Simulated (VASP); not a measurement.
# BIr12 in VASP: notebook

Runs on BIr12. Level: PBE. Tasks: single point.

Program: VASP 6.6.1. These are calculated values, not measurements. Logs are shortened: lines on timing, memory, paths and dates and some standing lists are left out, and cuts for length are marked.

## (1) The cell of the first run

The cell holds a slab with vacuum, 13 atoms: a = 5.431 Å, b = 5.431 Å, c = 15.434 Å, α = 90.00°, β = 90.00°, γ = 60.00°.

## (2) Single point, PBE

Contents of INCAR:

```
PREC     = Accurate       # precision mode
ENCUT    = 520            # plane-wave cutoff, eV
EDIFF    = 1E-6           # SCF threshold, eV
ISMEAR   = 0              # smearing method
SIGMA    = 0.05           # smearing width, eV
LREAL    = False          # projectors in reciprocal space
LASPH    = True           # aspherical terms in the spheres
NELM     = 60             # most SCF steps
ALGO     = Normal         # electronic algorithm
ISIF     = 2              # what is computed and relaxed
LWAVE    = False          # write WAVECAR
LCHARG   = True           # write CHGCAR
GGA      = PE             # functional
LELF     = True           # ELF
LVHAR    = True         
NBANDS   = 68             # bands
```

Contents of KPOINTS:

```
Automatic mesh
0
Gamma
  4 4 1
```

Contents of POSCAR:

```
BIr12
1.0
    5.4305800000      0.0000000000      0.0000000000
    2.7152900000      4.7030200000      0.0000000000
    0.0000000000      0.0000000000     15.4340500000
Ir B
12 1
Direct
    0.1666666312      0.1666667375      0.0647918077
    0.6666666312      0.1666667375      0.0647918077
    0.1666666312      0.6666667375      0.0647918077
    0.6666666312      0.6666667375      0.0647918077
   -0.1585276819      0.3296271332      0.2083042364
    0.3386434007      0.3306460530      0.2072192328
   -0.1586060292      0.8290387878      0.2084566267
    0.3411452828      0.8293549677      0.2047461943
    0.0102099650     -0.0051460551      0.3549597805
    0.5222429400     -0.0006640414      0.3542582796
    0.0147576651      0.4925018392      0.3483228317
    0.5224293914      0.4779726644      0.3542312614
    0.3632284291      0.8180492535      0.4329377577
```

Potentials or basis: VASP PAW PBE potentials, release 64 (Ir, B).

Started as:

```bash
> cat potpaw_PBE.64/Ir/POTCAR potpaw_PBE.64/B/POTCAR > POTCAR
> mpirun -np 1 vasp_std > vasp.out
```

OUTCAR:

```text
PREC = Accurate
   ENCUT = 520
   EDIFF = 1E-6
   ISMEAR = 0
   LREAL = False
   LASPH = True
   NELM = 60
   ISIF = 2
   GGA = PE

 ion  position               nearest neighbor table
   1  0.167  0.167  0.065-   8 2.68   5 2.69   6 2.71   3 2.72   3 2.72   4 2.72   4 2.72   2 2.72
                             2 2.72
   2  0.667  0.167  0.065-   6 2.69   4 2.72   3 2.72   4 2.72   3 2.72   1 2.72   1 2.72   5 2.73
                             7 2.73
   3  0.167  0.667  0.065-   8 2.68   7 2.69   6 2.71   1 2.72   1 2.72   2 2.72   2 2.72   4 2.72
                             4 2.72
   4  0.667  0.667  0.065-   8 2.65   2 2.72   1 2.72   2 2.72   1 2.72   3 2.72   3 2.72   5 2.72
                             7 2.73
   5  0.841  0.330  0.208-  11 2.68   1 2.69   6 2.70  12 2.71   7 2.71   8 2.72   8 2.72   7 2.72
                             4 2.72   2 2.73   6 2.73   9 2.76
   6  0.339  0.331  0.207-  11 2.66   2 2.69   5 2.70   7 2.70   1 2.71   3 2.71   8 2.72   8 2.72
                             7 2.73   5 2.73  12 2.75  10 2.75
   7  0.841  0.829  0.208-  11 2.68   3 2.69   6 2.70  10 2.71   5 2.71   8 2.72   8 2.72   5 2.72
                             4 2.73   6 2.73   2 2.73   9 2.75
   8  0.341  0.829  0.205-   4 2.65   3 2.68   1 2.68   6 2.72   7 2.72   5 2.72   6 2.72   5 2.72
                             7 2.72   9 2.79  10 2.84  12 2.84
   9  0.010  0.995  0.355-  13 2.05  12 2.64  10 2.64  11 2.72  11 2.72   7 2.75   5 2.76   8 2.79
                            10 2.79  12 2.79
  10  0.522  0.999  0.354-  13 2.01  12 2.60   9 2.64   7 2.71  11 2.72  11 2.72   6 2.75   9 2.79
                            12 2.83   8 2.84
  11  0.015  0.493  0.348-   6 2.66   7 2.68   5 2.68  12 2.72  10 2.72   9 2.72   9 2.72  10 2.72
                            12 2.72
  12  0.522  0.478  0.354-  13 2.01  10 2.60   9 2.64   5 2.71  11 2.72  11 2.72   6 2.75   9 2.79
                            10 2.83   8 2.84
  13  0.363  0.818  0.433-  12 2.01  10 2.01   9 2.05

  LATTYP: Found a hexagonal cell.
 ALAT       =     5.4305797945
 C/A-ratio  =     2.8420630180

  Lattice vectors:

 A1 = (  -2.7152900000,  -4.7030200000,   0.0000000000)
 A2 = (   5.4305800000,   0.0000000000,   0.0000000000)
 A3 = (   0.0000000000,   0.0000000000,  15.4340500000)

Analysis of symmetry for initial positions (statically):
=====================================================================
 Subroutine PRICEL returns:
 Original cell was already a primitive cell.

 Routine SETGRP: Setting up the symmetry group for a
 hexagonal supercell.

 Subroutine GETGRP returns: Found  1 space group operations
 (whereof  1 operations were pure point group operations)
 out of a pool of 24 trial point group operations.

The static configuration has the point symmetry C_1 .

Analysis of symmetry for dynamics (positions and initial velocities):
=====================================================================
 Subroutine PRICEL returns:
 Original cell was already a primitive cell.

 Routine SETGRP: Setting up the symmetry group for a
 hexagonal supercell.

 Subroutine GETGRP returns: Found  1 space group operations
 (whereof  1 operations were pure point group operations)
 out of a pool of 24 trial point group operations.

The dynamic configuration has the point symmetry C_1 .

 Subroutine INISYM returns: Found  1 space group operations
 (whereof  1 operations are pure point group operations),
 and found     1 'primitive' translations

----------------------------------------------------------------------------------------

                                     Primitive cell

  volume of cell :     394.1876

  direct lattice vectors                    reciprocal lattice vectors
     5.430580000  0.000000000  0.000000000     0.184142394 -0.106314666  0.000000000
     2.715290000  4.703020000  0.000000000     0.000000000  0.212629332  0.000000000
     0.000000000  0.000000000 15.434050000     0.000000000  0.000000000  0.064791808

  length of vectors
     5.430580000  5.430579795 15.434050000     0.212629324  0.212629332  0.064791808

  position of ions in fractional coordinates (direct lattice)
     0.166666631  0.166666738  0.064791808
     0.666666631  0.166666738  0.064791808
     0.166666631  0.666666738  0.064791808
     0.666666631  0.666666738  0.064791808
     0.841472318  0.329627133  0.208304236
     0.338643401  0.330646053  0.207219233
     0.841393971  0.829038788  0.208456627
     0.341145283  0.829354968  0.204746194
     0.010209965  0.994853945  0.354959781
     0.522242940  0.999335959  0.354258280
     0.014757665  0.492501839  0.348322832
     0.522429391  0.477972664  0.354231261
     0.363228429  0.818049253  0.432937758

  ion indices of the primitive-cell ions
   primitive index   ion index
                 1           1
                 2           2
                 3           3
                 4           4
                 5           5
                 6           6
                 7           7
                 8           8
                 9           9
                10          10
                11          11
                12          12
                13          13

----------------------------------------------------------------------------------------

 KPOINTS: Automatic mesh

Automatic generation of k-mesh.
 Grid dimensions read from file:
 generate k-points for:    4    4    1

 Generating k-lattice:

  Cartesian coordinates                     Fractional coordinates (reciprocal lattice)
     0.046035598 -0.026578666  0.000000000     0.250000000  0.000000000  0.000000000
     0.000000000  0.053157333  0.000000000     0.000000000  0.250000000  0.000000000
     0.000000000  0.000000000  0.064791808     0.000000000  0.000000000  1.000000000

  Length of vectors
     0.053157331  0.053157333  0.064791808

  Shift w.r.t. Gamma in fractional coordinates (k-lattice)
     0.000000000  0.000000000  0.000000000

 Subroutine IBZKPT returns following result:
 ===========================================

 Found     10 irreducible k-points:

 Following reciprocal coordinates:
            Coordinates               Weight
  0.000000  0.000000  0.000000      1.000000
  0.250000  0.000000  0.000000      2.000000
  0.250000  0.250000  0.000000      2.000000
  0.000000  0.250000  0.000000      2.000000
  0.500000  0.000000  0.000000      1.000000
  0.500000  0.500000  0.000000      1.000000
  0.000000  0.500000  0.000000      1.000000
  0.500000  0.250000  0.000000      2.000000
  0.250000  0.500000  0.000000      2.000000
 -0.250000  0.250000  0.000000      2.000000
   k-points           NKPTS =     10   k-points in BZ     NKDIM =     10   number of bands    NBANDS=     68
   number of dos      NEDOS =    301   number of ions     NIONS =     13
   total plane-waves  NPLWV = 192000
   dimension x,y,z NGX =    40 NGY =   40 NGZ =  120
   dimension x,y,z NGXF=    80 NGYF=   80 NGZF=  240
   ions per type =              12   1
   NGX,Y,Z   is equivalent  to a cutoff of  12.25, 12.25, 12.93 a.u.
   NGXF,Y,Z  is equivalent  to a cutoff of  24.49, 24.49, 25.85 a.u.
 SYSTEM =  unknown system
   PREC   = accura    normal or accurate (medium, high low for compatibility)
   ISTART =      0    job   : 0-new  1-cont  2-samecut
   ICHARG =      2    charge: 1-file 2-atom 10-const
   ISPIN  =      1    spin polarized calculation?
   LNONCOLLINEAR =      F non collinear calculations
   LSORBIT =      F    spin-orbit coupling
   LASPH  =      T    aspherical Exc in radial PAW
   ENCUT  =  520.0 eV  38.22 Ry    6.18 a.u.  10.10 10.10 28.70*2*pi/ulx,y,z
   NELM   =     60;   NELMIN=  2; NELMDL= -5     # of ELM steps
   EDIFF  = 0.1E-05   stopping-criterion for ELM
   LREAL  =      F    real-space projection
   EDIFFG = 0.1E-04   stopping-criterion for IOM
   NSW    =      0    number of steps for IOM
   IBRION =     -1    ionic relax: 0-MD 1-quasi-New 2-CG
   NFREE  =      0    steps in history (QN), initial steepest desc. (CG)
   ISIF   =      2    stress and relaxation
   ISYM   =      2    0-nonsym 1-usesym 2-fastsym
   POTIM  = 0.5000    time-step for ionic-motion
   TEBEG  =    0.0;   TEEND  =   0.0 temperature during run
   PSTRESS=    0.0 pullay stress
   NELECT =     111.0000    total number of electrons
   NUPDOWN=      -1.0000    fix difference up-down
   EMIN   =  10.00;   EMAX   =-10.00  energy-range for DOS
   EFERMI =   0.00;   METHOD = LEGACY
   ISMEAR =     0;   SIGMA  =   0.05  broadening in eV -4-tet -1-fermi 0-gaus
   EFERMI_NEDOS =   21; number of points for ismear=-14 and -15
   IALGO  =     38    algorithm
   IMIX   =      4    mixing-type and parameters
     AMIX     =   0.40;   BMIX     =  1.00
     AMIX_MAG =   1.60;   BMIX_MAG =  1.00
  volume/ion in A,a.u.               =      30.32       204.62
  Fermi-wavevector in a.u.,A,eV,Ry     =   1.073037  2.027747 15.665873  1.151409
  Thomas-Fermi vector in A             =   2.208825
   LORBIT       =      0    0 simple, 1 ext, 2 COOP (PROOUT), +10 PAW based schemes
   GGA     = PE    functional components
   LHFCALC =     F    Hartree Fock is set to
   AEXX    =    0.0000 exact exchange contribution
   IVDW    =     0    specifies the selected vdW correction
   LEPSILON=     F    determine dielectric tensor
   LRPA    =     F    only Hartree local field effects (RPA)
 non-spin polarized calculation
 Gauss-broadening in eV      SIGMA  =   0.05
  energy-cutoff  :      520.00
  volume of cell :      394.19
 maximum number of plane-waves:     10640
   NGX = 21   NGY = 21   NGZ = 57

 number of electron     111.0000006 magnetization

 Free energy of the ion-electron system (eV)
  ---------------------------------------------------
  ext. energy  EPLUGINS =         0.00000000
  ---------------------------------------------------
  free energy    TOTEN  =      -105.51298118 eV

  energy without entropy =     -105.50071783  energy(sigma->0) =     -105.50684950

 E-fermi :   1.5572     XC(G=0):  -7.4754

 val. band max:        1.5294768610   @ k =   0.0000   0.0000   0.0000
 cond. band min:       1.5796871318   @ k =   0.0000   0.0000   0.0000
 fundamental gap:      0.0502102708
 Fermi energy:         1.5571828689

 k-point     1 :       0.0000    0.0000    0.0000
  band No.  band energies     occupation
      1      -8.9010      2.00000
      2      -7.7402      2.00000
      3      -6.3159      2.00000
      4      -5.9571      2.00000
      5      -5.8224      2.00000
      6      -5.8147      2.00000
[... 59 lines left out ...]
     66       3.1047      0.00000
     67       3.1096      0.00000

 k-point     2 :       0.2500    0.0000    0.0000
  band No.  band energies     occupation
      1      -8.3583      2.00000
      2      -7.2873      2.00000
      3      -5.8593      2.00000
      4      -5.7457      2.00000
      5      -5.5179      2.00000
      6      -5.3625      2.00000
[... 549 lines left out ...]
     66       2.4195      0.00000
     67       2.7174      0.00000

 k-point    10 :      -0.2500    0.2500    0.0000
  band No.  band energies     occupation
      1      -7.4892      2.00000
      2      -6.6160      2.00000
      3      -5.7565      2.00000
      4      -5.6190      2.00000
      5      -5.0193      2.00000
      6      -4.9172      2.00000
[... 59 lines left out ...]
     66       2.4118      0.00000
     67       2.7392      0.00000
 [bands above 67 left out]

------------------------ aborting loop because EDIFF is reached ----------------------------------------

  FORCE on cell =-STRESS in cart. coord.  units (eV):
  Direction    XX          YY          ZZ          XY          YZ          ZX
  --------------------------------------------------------------------------------------
  -------------------------------------------------------------------------------------
  Total       -3.1669170     -3.1667989      0.3336093     -0.0148475      0.9235279     -1.5850708
  in kB      -12.8719494    -12.8714691      1.3559566     -0.0603477      3.7536837     -6.4425277
  external PRESSURE =      -8.1291540 kB  Pullay stress =       0.0000000 kB

 VOLUME and BASIS-vectors are now :
 -----------------------------------------------------------------------------
  energy-cutoff  :      520.00
  volume of cell :      394.19
      direct lattice vectors                 reciprocal lattice vectors
     5.430580000  0.000000000  0.000000000     0.184142394 -0.106314666  0.000000000
     2.715290000  4.703020000  0.000000000     0.000000000  0.212629332  0.000000000
     0.000000000  0.000000000 15.434050000     0.000000000  0.000000000  0.064791808

 POSITION                                       TOTAL-FORCE (eV/Angst)
 -----------------------------------------------------------------------------------
      1.35764      0.78384      1.00000         0.040504     -0.258330     -0.010851
      4.07293      0.78384      1.00000         0.120724     -0.074297     -0.067440
      2.71529      3.13535      1.00000         0.239719      0.096896     -0.005182
      5.43058      3.13535      1.00000        -0.097392      0.060762      0.012931
      5.46472      1.55024      3.21498         0.004898      0.010083     -0.013616
      2.73683      1.55504      3.19823         0.010281     -0.005505      0.017033
      6.82034      3.89899      3.21733        -0.006234     -0.014936     -0.030598
      4.10456      3.90047      3.16006        -0.005956      0.005532      0.032235
      2.75676      4.67882      5.47847        -0.132020      0.072485     -0.014005
      5.54957      4.69990      5.46764         0.052775      0.058869     -0.029986
      1.41743      2.31625      5.37603        -0.016169      0.010789      0.029721
      4.13493      2.24792      5.46722        -0.027745     -0.070752     -0.032957
      4.19378      3.84730      6.68198        -0.183385      0.108405      0.112713
 -----------------------------------------------------------------------------------
    total drift:                               -0.000119      0.000108     -0.000073

  FREE ENERGIE OF THE ION-ELECTRON SYSTEM (eV)
  ---------------------------------------------------
  free  energy   TOTEN  =      -105.5129811755 eV

  energy  without entropy=     -105.5007178341  energy(sigma->0) =     -105.50684950
```

Wall time 7.3 min (1 thread of Intel Xeon 6975P-C (Granite Rapids), shared host); peak memory 0.57 GiB.

What came out:

| Quantity | Value |
| --- | --- |
| Free energy | -105.5130 eV |
| Largest force | 0.262 eV/Å |

Forces on the atoms (eV/Å):
```
Ir   0.041 -0.258 -0.011
Ir   0.121 -0.074 -0.067
Ir   0.240  0.097 -0.005
Ir  -0.097  0.061  0.013
Ir   0.005  0.010 -0.014
Ir   0.010 -0.006  0.017
Ir  -0.006 -0.015 -0.031
Ir  -0.006  0.006  0.032
Ir  -0.132  0.072 -0.014
Ir   0.053  0.059 -0.030
Ir  -0.016  0.011  0.030
Ir  -0.028 -0.071 -0.033
B   -0.183  0.108  0.113
```

Caveat: spin-orbit coupling is left out, which moves the levels of the heavy elements.

## (3) Single point, PBE

Contents of INCAR:

```
SYSTEM = BIr12
PREC = Accurate
ENCUT = 520
EDIFF = 1E-6
ISMEAR = 0
SIGMA = 0.05
LREAL = .FALSE.
LASPH = .TRUE.
NELM = 100
ALGO = Normal
ISIF = 2
LWAVE = .FALSE.
LCHARG = .FALSE.
GGA = PE
NBANDS = 68
```

Contents of KPOINTS:

```
Automatic mesh
0
G
  4 4 1
  0 0 0
```

Contents of POSCAR:

```
BIr12
1.0
    5.4305800000      0.0000000000      0.0000000000
    2.7152900000      4.7030200000      0.0000000000
    0.0000000000      0.0000000000     15.4340500000
Ir B
12 1
Direct
    0.1666666312      0.1666667375      0.0647918077
    0.6666666312      0.1666667375      0.0647918077
    0.1666666312      0.6666667375      0.0647918077
    0.6666666312      0.6666667375      0.0647918077
   -0.1664952444      0.3329890156      0.2068848423
    0.3333311097      0.3333326246      0.2054999822
   -0.1664928718      0.8335061301      0.2068909327
    0.3329913606      0.8335031533      0.2068813435
    0.0000145890      0.0000021263      0.3472143086
    0.4973294508      0.0053676149      0.3556220823
    0.0053740753      0.4973202325      0.3556228598
    0.4973248527      0.4973132158      0.3556259699
    0.6666541818      0.6666629102      0.4382495197
```

Potentials or basis: VASP PAW PBE potentials, release 64 (Ir, B).

Started as:

```bash
> cat potpaw_PBE.64/Ir/POTCAR potpaw_PBE.64/B/POTCAR > POTCAR
> mpirun -np 1 vasp_std > vasp.out
```

Run time: 7.2 min. Hardware: 1 thread of Intel Xeon 6975P-C (Granite Rapids), shared host; peak memory 0.57 GiB.

The run converged. Its results:

| Property | Result |
| --- | --- |
| Free energy | -105.1896 eV |
| Largest force | 0.366 eV/Å |

Forces on the atoms (eV/Å):
```
Ir  -0.089 -0.051 -0.170
Ir   0.089 -0.051 -0.170
Ir   0.000  0.103 -0.170
Ir   0.000  0.000  0.366
Ir   0.000  0.012  0.021
Ir   0.000  0.000 -0.010
Ir  -0.010 -0.006  0.020
Ir   0.010 -0.006  0.021
Ir   0.000  0.000  0.012
Ir   0.000  0.076 -0.020
Ir   0.066 -0.038 -0.020
Ir  -0.066 -0.038 -0.021
B    0.001  0.000  0.140
```

Levels at points of the mesh, in eV from the Fermi level:
| k point | band 53 | band 54 | band 55 | band 56 | band 57 | band 58 | band 59 | band 60 |
| --- | --- | --- | --- | --- | --- | --- | --- | --- |
| (0.00, 0.00, 0.00) | 0.37 | 0.51 | 0.55 | 0.55 | 0.80 | 0.80 | 1.01 | 1.08 |
| (0.50, 0.00, 0.00) | -0.98 | -0.74 | -0.63 | -0.54 | -0.48 | -0.30 | 0.09 | 0.27 |
| (0.50, 0.50, 0.00) | -0.98 | -0.74 | -0.63 | -0.54 | -0.48 | -0.30 | 0.09 | 0.27 |
| (0.00, 0.50, 0.00) | -0.98 | -0.74 | -0.63 | -0.54 | -0.48 | -0.30 | 0.09 | 0.27 |

Caveat: spin-orbit coupling is left out, which moves the levels of the heavy elements.

(Continued in part 2 of 2.)
